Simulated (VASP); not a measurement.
The system is Al.

```
CELL_PARAMETERS angstrom
0.00000 1.98347 1.98347
1.98347 0.00000 1.98347
1.98347 1.98347 0.00000
ATOMIC_POSITIONS crystal
Al 0.00000 0.00000 0.00000
```

Base run:

```yaml
Program: VASP 6.6.1
Functional: PBEsol
Dispersion: D4
Potentials_or_basis: VASP PAW PBE potentials, release 64 (Al)
Cutoff: 520 eV
k_mesh: 11 × 11 × 11
Occupations: fermi-dirac, width 0.05 eV
Spin: no spin polarisation
```

Its results: pressure 1.4 GPa.

Question: After a change of settings the same cell gave: pressure 3.5 GPa. Which change was it?
A. dispersion from D4 to none
B. functional from PBEsol to PBE exchange alone; dispersion from D4 to none
C. functional from PBEsol to r2SCAN; dispersion from D4 to D3(BJ)

Answer: A.

Dispersion adds attraction, which lowers the pressure at fixed volume and, as a term added to the energy, leaves the levels alone.

Caveats: the PAW data sets were made with another functional, which shifts forces and pressure a little; pairwise dispersion overbinds metals, which lowers pressure and volume (some runs).
